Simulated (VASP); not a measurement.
# MgC (Cmcm) in VASP: further runs, part 2 of 2

VASP 6.6.1. Earlier steps stand in the parts before.

**3. Single point, PBE**

This run uses another cell than the first one: it holds 8 atoms, not 4.

Input file INCAR:

```
SYSTEM = MgC
  PREC = Accurate
  ENCUT = 520
  EDIFF = 1E-6
  ISMEAR = 0
  SIGMA = 0.1
  LREAL = .False.
  LASPH = .True.
  NELM = 100
  ALGO = Normal
  ISIF = 2
  LWAVE = .False.
  LCHARG = .False.
  GGA = PE
  NBANDS = 22
```

Input file KPOINTS:

```
regular mesh
0
Gamma
  8 6 4
  0 0 0
```

Input file POSCAR:

```
MgC
1.0
    0.0000000000      0.0000000000      2.7206796699
    1.8436608085     -4.1491393363      0.0000000000
    5.5309824255      4.1491393363      0.0000000000
Mg C
4 4
Direct
    0.2500000000      0.7806334507      0.0731221831
    0.2500000000      0.2806334507      0.5731221831
    0.7500000000      0.7193665493      0.4268778169
    0.7500000000      0.2193665493      0.9268778169
    0.2500000000      0.3312379897      0.2229206701
    0.2500000000      0.8312379897      0.7229206701
    0.7500000000      0.1687620103      0.2770793299
    0.7500000000      0.6687620103      0.7770793299
```

Potentials or basis: VASP PAW PBE potentials, release 64 (Mg, C).

Command:

```sh
> cat potpaw_PBE.64/Mg/POTCAR potpaw_PBE.64/C/POTCAR > POTCAR
> mpirun -np 1 vasp_std > vasp.out
```

Wall time 53 s (1 thread of Intel Xeon 6975P-C (Granite Rapids), shared host); peak memory 0.25 GiB.

The run converged. Its results:

```yaml
Free_energy: -37.5710 eV
Pressure: -0.1 GPa
Largest_force: 0.055 eV/Å
Band_gap_on_the_k_mesh: zero (bands 12 and 13 overlap by 0.24 eV)
```

Forces in eV/Å, atoms in the order of the input:
```
Mg  -0.005  0.013  0.000
Mg  -0.005  0.013  0.000
Mg   0.005 -0.013  0.000
Mg   0.005 -0.013  0.000
C    0.017 -0.052  0.000
C    0.017 -0.052  0.000
C   -0.017  0.052  0.000
C   -0.017  0.052  0.000
```

Stress tensor (GPa, compression positive):
```
-0.56  0.05  0.00
 0.05  0.07  0.00
 0.00  0.00  0.04
```

Levels at points of the mesh, in eV from the Fermi level:
```tsv
k point	band 8	band 9	band 10	band 11	band 12	band 13	band 14	band 15	band 16	band 17
(0.00, 0.00, 0.00)	-4.95	-4.81	-4.73	-0.85	-0.34	-0.14	1.17	2.31	3.87	4.57
(0.50, 0.00, 0.00)	-4.95	-4.66	-4.66	-2.46	-2.46	-0.03	-0.03	1.02	1.02	3.63
(0.00, 0.50, 0.00)	-4.75	-3.07	-3.07	-0.32	-0.32	1.02	1.02	2.40	2.40	3.72
(0.50, 0.50, 0.00)	-5.76	-3.91	-3.91	-3.91	-3.91	2.08	2.08	2.08	2.08	5.21
(0.00, 0.00, 0.50)	-5.00	-4.77	-4.77	-1.72	-1.72	2.02	2.02	3.35	3.35	3.84
(0.50, 0.00, 0.50)	-5.13	-3.82	-3.82	-3.82	-3.82	0.82	0.82	0.82	0.82	4.90
(0.00, 0.50, 0.50)	-4.77	-4.73	-2.03	-1.09	-0.85	1.00	1.17	1.78	3.28	3.87
(0.50, 0.50, 0.50)	-5.37	-4.66	-4.66	-2.59	-2.59	1.02	1.02	2.76	2.76	3.33
```

**4. Single point, PBE**

This run uses another cell than the first one, of 10.41 Å³/atom.

Input file INCAR:

```
ALGO     = Normal         # electronic algorithm
EDIFF    = 1E-6           # SCF threshold, eV
ENCUT    = 520            # plane-wave cutoff, eV
GGA      = PE             # functional
ISIF     = 2              # what is computed and relaxed
ISMEAR   = 0              # smearing method
LASPH    = True           # aspherical terms in the spheres
LCHARG   = False          # write CHGCAR
LREAL    = False          # projectors in reciprocal space
LWAVE    = False          # write WAVECAR
NBANDS   = 14             # bands
NELM     = 100            # most SCF steps
PREC     = Accurate       # precision mode
SIGMA    = 0.1            # smearing width, eV
```

Input file KPOINTS:

```
k-points
0
Gamma
  14 14 16
```

Input file POSCAR:

```
MgC
1.0
    1.8436608085     -4.1491393363      0.0000000000
    1.8436608085      4.1491393363      0.0000000000
    0.0000000000      0.0000000000      2.7206796699
Mg C
2 2
Direct
    0.8537556338      0.1462443662      0.2500000000
    0.1462443662      0.8537556338      0.7500000000
    0.5541586598      0.4458413402      0.2500000000
    0.4458413402      0.5541586598      0.7500000000
```

Command:

```sh
> cat potpaw_PBE.64/Mg/POTCAR potpaw_PBE.64/C/POTCAR > POTCAR
> mpirun -np 1 vasp_std > vasp.out
```

It took 90 s on 1 thread of Intel Xeon 6975P-C (Granite Rapids), shared host; peak memory 0.39 GiB.

It converged, with:

- Free energy: -18.7873 eV
- Pressure: -0.2 GPa
- Largest force: 0.019 eV/Å
- Band gap on the k mesh: zero (bands 6 and 7 overlap by 0.51 eV)

Forces on the atoms (eV/Å):
```
Mg   0.000 -0.004  0.000
Mg   0.000  0.004  0.000
C    0.000 -0.019  0.000
C    0.000  0.019  0.000
```

Stress tensor (GPa, compression positive):
```
-0.33  0.00  0.00
 0.00 -0.24  0.00
 0.00  0.00  0.01
```

Levels at points of the mesh, in eV from the Fermi level:
```
           k point  band 3  band 4  band 5  band 6  band 7  band 8  band 9  band 10
(0.00, 0.00, 0.00)   -6.41   -6.12   -4.77   -0.29   -0.10    2.35    4.61     4.74
(0.50, 0.00, 0.00)   -8.14   -4.91   -4.69   -0.81    1.21    3.91    5.32     5.48
(0.50, 0.50, 0.00)   -6.37   -4.73   -1.98   -1.05    1.04    1.82    3.33     4.87
(0.00, 0.00, 0.50)   -4.91   -4.91   -2.42   -2.42    0.00    0.00    3.67     3.67
(0.50, 0.00, 0.50)   -5.33   -5.33   -4.62   -4.62    1.06    1.06    5.72     5.72
(0.50, 0.50, 0.50)   -6.18   -6.18   -2.54   -2.54    2.80    2.80    3.37     3.37
```

**5. Single point, PBE**

This run uses another cell than the first one, of 10.40 Å³/atom.

Input file INCAR:

```
SYSTEM = MgC
PREC     = Accurate       ! precision mode
ENCUT    = 520            ! plane-wave cutoff, eV
EDIFF    = 1E-6           ! SCF threshold, eV
ISMEAR   = 0              ! smearing method
SIGMA    = 0.1            ! smearing width, eV
LREAL    = .False.        ! projectors in reciprocal space
LASPH    = .True.         ! aspherical terms in the spheres
NELM     = 60             ! most SCF steps
ALGO     = Normal         ! electronic algorithm
ISIF     = 2              ! what is computed and relaxed
LWAVE    = .False.        ! write WAVECAR
LCHARG   = .False.        ! write CHGCAR
GGA      = PE             ! functional
NBANDS   = 14             ! bands
```

Input file KPOINTS:

```
Automatic mesh
0
Gamma
  14 14 16
  0 0 0
```

Input file POSCAR:

```
MgC
1.0
    1.8437759950     -4.1475949862      0.0000000000
    1.8437759950      4.1475949862      0.0000000000
    0.0000000000      0.0000000000      2.7208648267
Mg C
2 2
Direct
    0.8537439522      0.1462560478      0.7500000000
    0.1462560478      0.8537439522      0.2500000000
    0.5541793604      0.4458206396      0.7500000000
    0.4458206396      0.5541793604      0.2500000000
```

Command:

```sh
> cat potpaw_PBE.64/Mg/POTCAR potpaw_PBE.64/C/POTCAR > POTCAR
> mpirun -np 1 vasp_std > vasp.out
```

Run time: 91 s. Hardware: 1 thread of Intel Xeon 6975P-C (Granite Rapids), shared host; peak memory 0.39 GiB.

Results (log left out):

```
Free energy            : -18.7873 eV
Pressure               : -0.2 GPa
Largest force          : 0.021 eV/Å
Band gap on the k mesh : zero (bands 6 and 7 overlap by 0.51 eV)
```

Forces in eV/Å, atoms in the order of the input:
```
Mg   0.000 -0.003  0.000
Mg   0.000  0.003  0.000
C    0.000 -0.021  0.000
C    0.000  0.021  0.000
```

Stress tensor (GPa, compression positive):
```
-0.32  0.00  0.00
 0.00 -0.20  0.00
 0.00  0.00  0.00
```

Levels at points of the mesh, in eV from the Fermi level:
```
           k point  band 3  band 4  band 5  band 6  band 7  band 8  band 9  band 10
(0.00, 0.00, 0.00)   -6.40   -6.12   -4.77   -0.29   -0.10    2.35    4.61     4.75
(0.50, 0.00, 0.00)   -8.14   -4.91   -4.69   -0.81    1.21    3.91    5.32     5.48
(0.50, 0.50, 0.00)   -6.37   -4.73   -1.98   -1.05    1.05    1.82    3.33     4.87
(0.00, 0.00, 0.50)   -4.91   -4.91   -2.42   -2.42    0.01    0.01    3.67     3.67
(0.50, 0.00, 0.50)   -5.33   -5.33   -4.62   -4.62    1.06    1.06    5.73     5.73
(0.50, 0.50, 0.50)   -6.18   -6.18   -2.54   -2.54    2.80    2.80    3.37     3.37
```

**6. Summary**

```csv
task,cell,k mesh,cutoff (eV),gap on the mesh (eV),pressure (GPa),largest force (eV/Å)
relaxation of cell and atoms,"relaxed from a = 5.033, b = 5.033, c = 3.444 Å, angles 90.0, 90.0, 140.3°, 4 atoms, atomic positions A",6 × 6 × 6,600,none,-0.1,0.03
single point,"a = 2.721, b = 4.540, c = 6.914 Å, angles 102.9, 90.0, 90.0°, 8 atoms, atomic positions B",8 × 6 × 4,520,none,-0.1,0.05
single point,"a = 4.540, b = 4.540, c = 2.721 Å, angles 90.0, 90.0, 132.1°, 4 atoms, atomic positions C",14 × 14 × 16,520,none,-0.2,0.02
single point,"a = 4.539, b = 4.539, c = 2.721 Å, angles 90.0, 90.0, 132.1°, 4 atoms, atomic positions C",14 × 14 × 16,520,none,-0.2,0.02
```

Alike in all rows: level PBE; potentials or basis VASP PAW PBE potentials, release 64 (Mg, C); no spin polarisation; smearing gaussian 0.1 eV.

Caveats: the volume moved by over 15 % at a fixed basis, so the end points are rough (at least some runs).

Total energies depend on the potentials used, so only differences within one code and one set of settings carry meaning.
